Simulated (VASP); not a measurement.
# Mo (Im-3m) in VASP: single point with PBE+D3(BJ)

Aim: the single point of Mo with PBE+D3(BJ).

All numbers are computed with VASP 6.6.1; they aren't measurements. Logs are shortened: lines on timing, memory, paths and dates and some standing lists are left out, and cuts for length are marked.

### Step 1. The cell of the first run

The structure is cubic, space group Im-3m (No. 229). The conventional cell has a = 3.130 Å, b = 3.130 Å, c = 3.130 Å, α = 90.00°, β = 90.00°, γ = 90.00°. Mo (site symmetry m-3m) has 14 Mo at 2.71 to 3.13 Å within 3.6 Å.

### Step 2. Single point, PBE+D3(BJ)

The input, INCAR:

```
SYSTEM = Mo
  ALGO = Normal
  EDIFF = 1E-6
  ENCUT = 500
  GGA = PE
  GGA_COMPAT = .FALSE.
  ISIF = 2
  ISMEAR = 0
  IVDW = 12
  LASPH = .TRUE.
  LCHARG = .FALSE.
  LREAL = .FALSE.
  LWAVE = .FALSE.
  NBANDS = 13
  NELM = 120
  PREC = Accurate
  SIGMA = 0.1
```

The input, KPOINTS:

```
k-points
0
G
  18 18 18
  0 0 0
```

The input, POSCAR:

```
Mo
1.0
   -1.5651315719      1.5651315719      1.5651315719
    1.5651315719     -1.5651315719      1.5651315719
    1.5651315719      1.5651315719     -1.5651315719
Mo
1
Direct
    0.0000000000      0.0000000000      0.0000000000
```

Potentials or basis: VASP PAW PBE potentials, release 64 (Mo_sv).

Command:

```console
$ cat potpaw_PBE.64/Mo_sv/POTCAR > POTCAR
$ mpirun -np 1 vasp_std > vasp.out
```

OUTCAR:

```text
SYSTEM = Mo
   EDIFF = 1E-6
   ENCUT = 500
   GGA = PE
   ISIF = 2
   ISMEAR = 0
   IVDW = 12
   LASPH = .TRUE.
   LREAL = .FALSE.
   NELM = 120
   PREC = Accurate
 IVDW          = 12

 ion  position               nearest neighbor table
   1  0.000  0.000  0.000-

  LATTYP: Found a body centered cubic cell.
 ALAT       =     3.1302631438

  Lattice vectors:

 A1 = (  -1.5651315719,   1.5651315719,   1.5651315719)
 A2 = (   1.5651315719,  -1.5651315719,   1.5651315719)
 A3 = (   1.5651315719,   1.5651315719,  -1.5651315719)

Analysis of symmetry for initial positions (statically):
=====================================================================
 Subroutine PRICEL returns:
 Original cell was already a primitive cell.

 Routine SETGRP: Setting up the symmetry group for a
 body centered cubic supercell.

 Subroutine GETGRP returns: Found 48 space group operations
 (whereof 48 operations were pure point group operations)
 out of a pool of 48 trial point group operations.

The static configuration has the point symmetry O_h .

Analysis of symmetry for dynamics (positions and initial velocities):
=====================================================================
 Subroutine PRICEL returns:
 Original cell was already a primitive cell.

 Routine SETGRP: Setting up the symmetry group for a
 body centered cubic supercell.

 Subroutine GETGRP returns: Found 48 space group operations
 (whereof 48 operations were pure point group operations)
 out of a pool of 48 trial point group operations.

The dynamic configuration has the point symmetry O_h .

 Subroutine INISYM returns: Found 48 space group operations
 (whereof 48 operations are pure point group operations),
 and found     1 'primitive' translations

----------------------------------------------------------------------------------------

                                     Primitive cell

  volume of cell :      15.3360

  direct lattice vectors                    reciprocal lattice vectors
    -1.565131572  1.565131572  1.565131572     0.000000000  0.319461960  0.319461960
     1.565131572 -1.565131572  1.565131572     0.319461960  0.000000000  0.319461960
     1.565131572  1.565131572 -1.565131572     0.319461960  0.319461960  0.000000000

  length of vectors
     2.710887403  2.710887403  2.710887403     0.451787437  0.451787437  0.451787437

  position of ions in fractional coordinates (direct lattice)
     0.000000000  0.000000000  0.000000000

  ion indices of the primitive-cell ions
   primitive index   ion index
                 1           1

----------------------------------------------------------------------------------------

 KPOINTS: k-points

Automatic generation of k-mesh.
 Grid dimensions read from file:
 generate k-points for:   18   18   18

 Generating k-lattice:

  Cartesian coordinates                     Fractional coordinates (reciprocal lattice)
     0.000000000  0.017747887  0.017747887     0.055555556  0.000000000  0.000000000
     0.017747887  0.000000000  0.017747887     0.000000000  0.055555556  0.000000000
     0.017747887  0.017747887  0.000000000     0.000000000  0.000000000  0.055555556

  Length of vectors
     0.025099302  0.025099302  0.025099302

  Shift w.r.t. Gamma in fractional coordinates (k-lattice)
     0.000000000  0.000000000  0.000000000

 Subroutine IBZKPT returns following result:
 ===========================================

 Found    195 irreducible k-points:

 Following reciprocal coordinates:
            Coordinates               Weight
  0.000000  0.000000  0.000000      1.000000
  0.055556  0.000000  0.000000     12.000000
  0.111111  0.000000  0.000000     12.000000
  0.166667  0.000000  0.000000     12.000000
  0.222222  0.000000  0.000000     12.000000
  0.277778  0.000000  0.000000     12.000000
[... 16 lines left out ...]
  0.333333  0.111111  0.000000     48.000000
  0.388889  0.111111  0.000000     48.000000
 [... further k-points ...]
   k-points           NKPTS =    195   k-points in BZ     NKDIM =    195   number of bands    NBANDS=     13
   number of dos      NEDOS =    301   number of ions     NIONS =      1
   total plane-waves  NPLWV =   8000
   dimension x,y,z NGX =    20 NGY =   20 NGZ =   20
   dimension x,y,z NGXF=    40 NGYF=   40 NGZF=   40
   ions per type =               1
   NGX,Y,Z   is equivalent  to a cutoff of  12.27, 12.27, 12.27 a.u.
   NGXF,Y,Z  is equivalent  to a cutoff of  24.53, 24.53, 24.53 a.u.
 SYSTEM =  Mo
   PREC   = accura    normal or accurate (medium, high low for compatibility)
   ISTART =      0    job   : 0-new  1-cont  2-samecut
   ICHARG =      2    charge: 1-file 2-atom 10-const
   ISPIN  =      1    spin polarized calculation?
   LNONCOLLINEAR =      F non collinear calculations
   LSORBIT =      F    spin-orbit coupling
   LASPH  =      T    aspherical Exc in radial PAW
   ENCUT  =  500.0 eV  36.75 Ry    6.06 a.u.   4.94  4.94  4.94*2*pi/ulx,y,z
   NELM   =    120;   NELMIN=  2; NELMDL= -5     # of ELM steps
   EDIFF  = 0.1E-05   stopping-criterion for ELM
   LREAL  =      F    real-space projection
   EDIFFG = 0.1E-04   stopping-criterion for IOM
   NSW    =      0    number of steps for IOM
   IBRION =     -1    ionic relax: 0-MD 1-quasi-New 2-CG
   NFREE  =      0    steps in history (QN), initial steepest desc. (CG)
   ISIF   =      2    stress and relaxation
   ISYM   =      2    0-nonsym 1-usesym 2-fastsym
   POTIM  = 0.5000    time-step for ionic-motion
   TEBEG  =    0.0;   TEEND  =   0.0 temperature during run
   PSTRESS=    0.0 pullay stress
   NELECT =      14.0000    total number of electrons
   NUPDOWN=      -1.0000    fix difference up-down
   EMIN   =  10.00;   EMAX   =-10.00  energy-range for DOS
   EFERMI =   0.00;   METHOD = LEGACY
   ISMEAR =     0;   SIGMA  =   0.10  broadening in eV -4-tet -1-fermi 0-gaus
   EFERMI_NEDOS =   21; number of points for ismear=-14 and -15
   IALGO  =     38    algorithm
   IMIX   =      4    mixing-type and parameters
     AMIX     =   0.40;   BMIX     =  1.00
     AMIX_MAG =   1.60;   BMIX_MAG =  1.00
  volume/ion in A,a.u.               =      15.34       103.49
  Fermi-wavevector in a.u.,A,eV,Ry     =   1.588108  3.001089 34.315071  2.522087
  Thomas-Fermi vector in A             =   2.687162
   LORBIT       =      0    0 simple, 1 ext, 2 COOP (PROOUT), +10 PAW based schemes
   GGA     = PE    functional components
   LHFCALC =     F    Hartree Fock is set to
   AEXX    =    0.0000 exact exchange contribution
   IVDW    =    12    specifies the selected vdW correction
   LEPSILON=     F    determine dielectric tensor
   LRPA    =     F    only Hartree local field effects (RPA)
 non-spin polarized calculation
 Gauss-broadening in eV      SIGMA  =   0.10
  energy-cutoff  :      500.00
  volume of cell :       15.34
 maximum number of plane-waves:       402
   NGX =  9   NGY =  9   NGZ =  9

 number of electron      13.9999998 magnetization

 Free energy of the ion-electron system (eV)
  ---------------------------------------------------
  ext. energy  EPLUGINS =         0.00000000
  ---------------------------------------------------
  free energy    TOTEN  =       -10.92241093 eV

  energy without entropy =      -10.92010216  energy(sigma->0) =      -10.92125655

 E-fermi :  12.9285     XC(G=0): -13.4987

 val. band max:       12.9227770356   @ k =  -0.3889   0.4444   0.2778
 cond. band min:      12.9431000842   @ k =   0.3889   0.1111   0.0000
 fundamental gap:      0.0203230486
 Fermi energy:        12.9284628171

 k-point     1 :       0.0000    0.0000    0.0000
  band No.  band energies     occupation
      1     -48.3809      2.00000
      2     -21.6016      2.00000
      3     -21.6016      2.00000
      4     -21.6016      2.00000
      5       5.6058      2.00000
      6      11.5020      2.00000
      7      11.5020      2.00000
      8      11.5020      2.00000
      9      14.5995      0.00000
     10      14.5995      0.00000
     11      27.7638      0.00000
     12      27.7638      0.00000
     13      27.7638      0.00000

 k-point     2 :       0.0556    0.0000    0.0000
  band No.  band energies     occupation
      1     -48.3724      2.00000
      2     -21.6498      2.00000
      3     -21.6164      2.00000
      4     -21.6020      2.00000
      5       5.7461      2.00000
      6      11.4220      2.00000
      7      11.4892      2.00000
      8      11.6337      2.00000
      9      14.4789      0.00000
     10      14.6012      0.00000
     11      27.8716      0.00000
     12      28.0002      0.00000
     13      28.0501      0.00000

 k-point     3 :       0.1111    0.0000    0.0000
  band No.  band energies     occupation
      1     -48.3481      2.00000
      2     -21.7872      2.00000
      3     -21.6588      2.00000
      4     -21.6031      2.00000
      5       6.1457      2.00000
      6      11.1998      2.00000
      7      11.4329      2.00000
      8      12.0232      2.00000
      9      14.2141      0.00000
     10      14.6118      0.00000
     11      28.1315      0.00000
     12      28.6893      0.00000
     13      28.7655      0.00000

 k-point     4 :       0.1667    0.0000    0.0000
  band No.  band energies     occupation
      1     -48.3107      2.00000
      2     -21.9941      2.00000
      3     -21.7232      2.00000
      4     -21.6048      2.00000
      5       6.7319      2.00000
      6      10.8805      2.00000
      7      11.3165      2.00000
      8      12.6541      1.99990
      9      14.0090      0.00000
     10      14.6447      0.00000
     11      28.3247      0.00000
     12      29.4901      0.00000
     13      29.7782      0.00000

 k-point     5 :       0.2222    0.0000    0.0000
  band No.  band energies     occupation
      1     -48.2644      2.00000
      2     -22.2420      2.00000
      3     -21.8012      2.00000
      4     -21.6069      2.00000
      5       7.3484      2.00000
      6      10.5182      2.00000
      7      11.2462      2.00000
      8      13.4966      0.00000
      9      13.9949      0.00000
     10      14.7137      0.00000
     11      28.1082      0.00000
     12      29.6017      0.00000
     13      31.1980      0.00000
[... 257 lines left out ...]
 k-point    22 :       0.2778    0.1111    0.0000
  band No.  band energies     occupation
      1     -48.1551      2.00000
      2     -22.7330      2.00000
      3     -21.9913      2.00000
      4     -21.6735      2.00000
      5       8.1787      2.00000
      6       9.9152      2.00000
      7      11.5289      2.00000
      8      14.1010      0.00000
      9      15.2439      0.00000
     10      16.3964      0.00000
     11      26.7110      0.00000
     12      27.7317      0.00000
     13      32.3837      0.00000

 k-point    23 :       0.3333    0.1111    0.0000
  band No.  band energies     occupation
      1     -48.1188      2.00000
      2     -22.8931      2.00000
      3     -22.0667      2.00000
      4     -21.6771      2.00000
      5       8.0347      2.00000
      6       9.7036      2.00000
      7      12.3010      2.00000
      8      14.3820      0.00000
      9      15.4208      0.00000
     10      17.5417      0.00000
     11      25.7624      0.00000
     12      26.5376      0.00000
     13      31.1049      0.00000

 k-point    24 :       0.3889    0.1111    0.0000
  band No.  band energies     occupation
      1     -48.0949      2.00000
      2     -22.9962      2.00000
      3     -22.1159      2.00000
      4     -21.6792      2.00000
      5       7.8884      2.00000
      6       9.5737      2.00000
      7      12.9431      0.83601
      8      14.5078      0.00000
      9      15.6830      0.00000
     10      18.4396      0.00000
     11      24.8784      0.00000
     12      25.7873      0.00000
     13      30.1692      0.00000

 [... further k-points ...]

------------------------ aborting loop because EDIFF is reached ----------------------------------------

 Edisp (eV)   -0.72824

 E8    (eV) :    -0.3433

  FORCE on cell =-STRESS in cart. coord.  units (eV):
  Direction    XX          YY          ZZ          XY          YZ          ZX
  --------------------------------------------------------------------------------------
  -------------------------------------------------------------------------------------
  Total       0.05722     0.05722     0.05722    -0.00000     0.00000    -0.00000
  in kB       5.97831     5.97831     5.97831    -0.00000     0.00000    -0.00000
  external pressure =        5.98 kB  Pullay stress =        0.00 kB

 VOLUME and BASIS-vectors are now :
 -----------------------------------------------------------------------------
  energy-cutoff  :      500.00
  volume of cell :       15.34
      direct lattice vectors                 reciprocal lattice vectors
    -1.565131572  1.565131572  1.565131572     0.000000000  0.319461960  0.319461960
     1.565131572 -1.565131572  1.565131572     0.319461960  0.000000000  0.319461960
     1.565131572  1.565131572 -1.565131572     0.319461960  0.319461960  0.000000000

 POSITION                                       TOTAL-FORCE (eV/Angst)
 -----------------------------------------------------------------------------------
      0.00000      0.00000      0.00000        -0.000000      0.000000     -0.000000
 -----------------------------------------------------------------------------------
    total drift:                                0.000000     -0.000000      0.000000

  FREE ENERGIE OF THE ION-ELECTRON SYSTEM (eV)
  ---------------------------------------------------
  free  energy   TOTEN  =       -11.6506474007 eV

  energy  without entropy=      -11.6483386270  energy(sigma->0) =      -11.64949301
```

It took 19 s on 1 thread of Intel Xeon Platinum 8259CL at 2.50GHz (Skylake/Cascade Lake), shared host; peak memory 0.16 GiB.

What came out:

```
Free energy                : -11.6506 eV
Pressure                   : 0.6 GPa
Band gap on the k mesh     : zero (bands 7 and 8 overlap by 5.49 eV)
Dispersion energy per atom : -0.728 eV
```
